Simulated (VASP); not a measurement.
# Li12Cd4H (a cell with a defect) in VASP: notebook, part 2 of 2

VASP 6.6.1. Earlier steps stand in the parts before.

### Step 4. Single point, LDA

INCAR reads:

```
PREC = Accurate ; ENCUT = 520
EDIFF = 1E-6 ; ISMEAR = 0
SIGMA = 0.15 ; LREAL = Auto
LASPH = T ; NELM = 100
ALGO = Normal ; ISIF = 2
LWAVE = F ; LCHARG = F
NBANDS = 56
```

KPOINTS reads:

```
regular mesh
0
Gamma
  3 3 3
```

POSCAR reads:

```
Li12Cd4H
1.0
    6.6123880000      0.0000000000      0.0000000000
    0.0000000000      6.6123880000      0.0000000000
    0.0000000000      0.0000000000      6.6123880000
Li Cd H
12 4 1
Direct
    0.2825923101      0.2232796987      0.2464035686
    0.7660814822      0.7400712118      0.7512437262
    0.5070848837      0.4989521184      0.5050662484
    0.7319417735      0.7744590910      0.2462641333
    0.2486175947      0.2572612194      0.7511656908
    0.0070563010     -0.0009692414      0.5048823511
    0.7661539220      0.2579514390      0.7512721577
    0.2829032416      0.7749471144      0.2463597115
    0.0078643298      0.4990735571      0.0307897843
    0.2487030404      0.7408185969      0.7510872018
    0.7319381440      0.2234076403      0.2461986502
    0.5078295466     -0.0010628535     -0.0365128302
    0.0074433019     -0.0009875404     -0.0024954676
    0.5069310815      0.4988839130     -0.0026364152
    0.5078443673     -0.0010613412      0.5405744490
    0.0077383541      0.4990833871      0.4803704804
    0.5055217570     -0.0010333634      0.2426598379
```

Potentials or basis: VASP PAW LDA potentials, release 64 (Li_sv, Cd, H).

Command:

```console
$ cat potpaw_LDA.64/Li_sv/POTCAR potpaw_LDA.64/Cd/POTCAR potpaw_LDA.64/H/POTCAR > POTCAR
$ mpirun -np 1 vasp_std > vasp.out
```

OUTCAR:

```text
PREC = Accurate
   ENCUT = 520
   EDIFF = 1E-6
   ISMEAR = 0
   LREAL = Auto
   LASPH = T
   NELM = 100
   ISIF = 2

 ion  position               nearest neighbor table
   1  0.283  0.223  0.246-  15 2.86  13 2.87  14 2.87  16 3.00
   2  0.766  0.740  0.751-  15 2.79  14 2.85  13 2.85  16 2.88
   3  0.507  0.499  0.505-
   4  0.732  0.774  0.246-  15 2.86  13 2.87  14 2.87  16 3.01
   5  0.249  0.257  0.751-  15 2.79  13 2.85  14 2.85  16 2.88
   6  0.007  0.999  0.505-
   7  0.766  0.258  0.751-  15 2.79  14 2.85  13 2.85  16 2.88
   8  0.283  0.775  0.246-  15 2.86  13 2.87  14 2.87  16 3.01
   9  0.008  0.499  0.031-  16 2.97
  10  0.249  0.741  0.751-  15 2.79  13 2.85  14 2.85  16 2.88
  11  0.732  0.223  0.246-  15 2.86  13 2.87  14 2.87  16 3.01
  12  0.508  0.999  0.963-  15 2.80
  13  0.007  0.999  0.998-   5 2.85  10 2.85   7 2.85   2 2.85   1 2.87   8 2.87  11 2.87   4 2.87

  14  0.507  0.499  0.997-   5 2.85   7 2.85  10 2.85   2 2.85   1 2.87   8 2.87  11 2.87   4 2.87

  15  0.508  0.999  0.541-  17 1.97   2 2.79  10 2.79   7 2.79   5 2.79  12 2.80   4 2.86  11 2.86
                             8 2.86   1 2.86
  16  0.008  0.499  0.480-  10 2.88   5 2.88   2 2.88   7 2.88   9 2.97   1 3.00   8 3.01   4 3.01
                            11 3.01
  17  0.506  0.999  0.243-  15 1.97

  LATTYP: Found a simple cubic cell.
 ALAT       =     6.6123880000

  Lattice vectors:

 A1 = (   6.6123880000,   0.0000000000,   0.0000000000)
 A2 = (   0.0000000000,   6.6123880000,   0.0000000000)
 A3 = (   0.0000000000,   0.0000000000,   6.6123880000)

Analysis of symmetry for initial positions (statically):
=====================================================================
 Subroutine PRICEL returns:
 Original cell was already a primitive cell.

 Routine SETGRP: Setting up the symmetry group for a
 simple cubic supercell.

 Subroutine GETGRP returns: Found  1 space group operations
 (whereof  1 operations were pure point group operations)
 out of a pool of 48 trial point group operations.

The static configuration has the point symmetry C_1 .

Analysis of symmetry for dynamics (positions and initial velocities):
=====================================================================
 Subroutine PRICEL returns:
 Original cell was already a primitive cell.

 Routine SETGRP: Setting up the symmetry group for a
 simple cubic supercell.

 Subroutine GETGRP returns: Found  1 space group operations
 (whereof  1 operations were pure point group operations)
 out of a pool of 48 trial point group operations.

The dynamic configuration has the point symmetry C_1 .

 Subroutine INISYM returns: Found  1 space group operations
 (whereof  1 operations are pure point group operations),
 and found     1 'primitive' translations

----------------------------------------------------------------------------------------

                                     Primitive cell

  volume of cell :     289.1179

  direct lattice vectors                    reciprocal lattice vectors
     6.612388000  0.000000000  0.000000000     0.151231295  0.000000000  0.000000000
     0.000000000  6.612388000  0.000000000     0.000000000  0.151231295  0.000000000
     0.000000000  0.000000000  6.612388000     0.000000000  0.000000000  0.151231295

  length of vectors
[... 82 lines left out ...]
  0.333333 -0.333333  0.333333      2.000000
   k-points           NKPTS =     14   k-points in BZ     NKDIM =     14   number of bands    NBANDS=     56
   number of dos      NEDOS =    301   number of ions     NIONS =     17
   total plane-waves  NPLWV = 125000
   dimension x,y,z NGX =    50 NGY =   50 NGZ =   50
   dimension x,y,z NGXF=   100 NGYF=  100 NGZF=  100
   ions per type =              12   4   1
   NGX,Y,Z   is equivalent  to a cutoff of  12.57, 12.57, 12.57 a.u.
   NGXF,Y,Z  is equivalent  to a cutoff of  25.14, 25.14, 25.14 a.u.
 SYSTEM =  unknown system
   PREC   = accura    normal or accurate (medium, high low for compatibility)
   ISTART =      0    job   : 0-new  1-cont  2-samecut
   ICHARG =      2    charge: 1-file 2-atom 10-const
   ISPIN  =      1    spin polarized calculation?
   LNONCOLLINEAR =      F non collinear calculations
   LSORBIT =      F    spin-orbit coupling
   LASPH  =      T    aspherical Exc in radial PAW
   ENCUT  =  520.0 eV  38.22 Ry    6.18 a.u.  12.29 12.29 12.29*2*pi/ulx,y,z
   NELM   =    100;   NELMIN=  2; NELMDL= -5     # of ELM steps
   EDIFF  = 0.1E-05   stopping-criterion for ELM
   LREAL  =      T    real-space projection
   EDIFFG = 0.1E-04   stopping-criterion for IOM
   NSW    =      0    number of steps for IOM
   IBRION =     -1    ionic relax: 0-MD 1-quasi-New 2-CG
   NFREE  =      0    steps in history (QN), initial steepest desc. (CG)
   ISIF   =      2    stress and relaxation
   ISYM   =      2    0-nonsym 1-usesym 2-fastsym
   POTIM  = 0.5000    time-step for ionic-motion
   TEBEG  =    0.0;   TEEND  =   0.0 temperature during run
   PSTRESS=    0.0 pullay stress
   NELECT =      85.0000    total number of electrons
   NUPDOWN=      -1.0000    fix difference up-down
   EMIN   =  10.00;   EMAX   =-10.00  energy-range for DOS
   EFERMI =   0.00;   METHOD = LEGACY
   ISMEAR =     0;   SIGMA  =   0.15  broadening in eV -4-tet -1-fermi 0-gaus
   EFERMI_NEDOS =   21; number of points for ismear=-14 and -15
   IALGO  =     38    algorithm
   IMIX   =      4    mixing-type and parameters
     AMIX     =   0.40;   BMIX     =  1.00
     AMIX_MAG =   1.60;   BMIX_MAG =  1.00
  volume/ion in A,a.u.               =      17.01       114.77
  Fermi-wavevector in a.u.,A,eV,Ry     =   1.088569  2.057098 16.122679  1.184983
  Thomas-Fermi vector in A             =   2.224754
   LORBIT       =      0    0 simple, 1 ext, 2 COOP (PROOUT), +10 PAW based schemes
   GGA     = CA    functional components
   LHFCALC =     F    Hartree Fock is set to
   AEXX    =    0.0000 exact exchange contribution
   IVDW    =     0    specifies the selected vdW correction
   LEPSILON=     F    determine dielectric tensor
   LRPA    =     F    only Hartree local field effects (RPA)
 non-spin polarized calculation
 Gauss-broadening in eV      SIGMA  =   0.15
  energy-cutoff  :      520.00
  volume of cell :      289.12
 maximum number of plane-waves:      7809
 NGX is ok and might be reduce to    50
   NGX = 25   NGY = 25   NGZ = 25

 number of electron      85.0000015 magnetization

 Free energy of the ion-electron system (eV)
  ---------------------------------------------------
  ext. energy  EPLUGINS =         0.00000000
  ---------------------------------------------------
  free energy    TOTEN  =       -37.49461397 eV

  energy without entropy =      -37.45705140  energy(sigma->0) =      -37.47583268

 E-fermi :   1.4826     XC(G=0):  -8.8039

 val. band max:        1.4157262631   @ k =   0.3333   0.0000   0.0000
 cond. band min:       1.5748353391   @ k =   0.3333   0.3333   0.0000
 fundamental gap:      0.1591090760
 Fermi energy:         1.4825779307

 k-point     1 :       0.0000    0.0000    0.0000
  band No.  band energies     occupation
      1     -44.0998      2.00000
      2     -44.0175      2.00000
      3     -44.0162      2.00000
      4     -43.8728      2.00000
      5     -43.8370      2.00000
      6     -43.8335      2.00000
[... 787 lines left out ...]
     53       5.0872      0.00000
     54       5.7770      0.00000
 [bands above 54 left out]

------------------------ aborting loop because EDIFF is reached ----------------------------------------

  FORCE on cell =-STRESS in cart. coord.  units (eV):
  Direction    XX          YY          ZZ          XY          YZ          ZX
  --------------------------------------------------------------------------------------
  -------------------------------------------------------------------------------------
  Total       -4.4523934     -4.4680858     -1.6023917      0.0052141     -0.0009122      0.0158910
  in kB      -24.6734073    -24.7603681     -8.8798222      0.0288947     -0.0050550      0.0880617
  external PRESSURE =     -19.4378659 kB  Pullay stress =       0.0000000 kB

 VOLUME and BASIS-vectors are now :
 -----------------------------------------------------------------------------
  energy-cutoff  :      520.00
  volume of cell :      289.12
      direct lattice vectors                 reciprocal lattice vectors
     6.612388000  0.000000000  0.000000000     0.151231295  0.000000000  0.000000000
     0.000000000  6.612388000  0.000000000     0.000000000  0.151231295  0.000000000
     0.000000000  0.000000000  6.612388000     0.000000000  0.000000000  0.151231295

 POSITION                                       TOTAL-FORCE (eV/Angst)
 -----------------------------------------------------------------------------------
      1.86861      1.47641      1.62932        -0.005173      0.008966     -0.004960
      5.06563      4.89364      4.96752        -0.001036      0.002493     -0.001146
      3.35304      3.29927      3.33969        -0.001432     -0.000017     -0.003887
      4.83988      5.12102      1.62839         0.011051     -0.016889      0.000127
      1.64396      1.70111      4.96700         0.001211     -0.001543     -0.000236
      0.04666      6.60598      3.33848        -0.003679     -0.000408     -0.001216
[... 9 lines left out ...]
      0.05117      3.30013      3.17640         0.000165      0.000181     -0.004027
      3.34271      6.60556      1.60456         0.008633     -0.000447     -0.023465
 -----------------------------------------------------------------------------------
    total drift:                               -0.011355      0.001878     -0.003764

  FREE ENERGIE OF THE ION-ELECTRON SYSTEM (eV)
  ---------------------------------------------------
  free  energy   TOTEN  =       -37.4946139682 eV

  energy  without entropy=      -37.4570513966  energy(sigma->0) =      -37.47583268
```

It took 2.8 min on 1 thread of AMD EPYC 9R45 (Zen 5), shared host; peak memory 0.32 GiB.

What came out:

* Free energy: -37.4946 eV
* Largest force: 0.038 eV/Å
* Band gap on the k mesh: zero (an odd number of electrons rules out a gap without spin polarisation)

Forces on the atoms (eV/Å):
```
Li  -0.005  0.009 -0.005
Li  -0.001  0.002 -0.001
Li  -0.001  0.000 -0.004
Li   0.011 -0.017  0.000
Li   0.001 -0.002  0.000
Li  -0.004  0.000 -0.001
Li  -0.001 -0.005 -0.002
Li  -0.009 -0.011 -0.005
Li  -0.001 -0.001 -0.002
Li  -0.001 -0.001  0.003
Li   0.010  0.018  0.000
Li  -0.005  0.003 -0.006
Cd  -0.005  0.000  0.005
Cd   0.003  0.002  0.008
Cd  -0.001  0.002  0.038
Cd   0.000  0.000 -0.004
H    0.009  0.000 -0.023
```

Caveat: the cutoff is under 1.25 times the usual one of these potentials, so pressure, stress and relaxed cells hold a basis-set (Pulay) error.
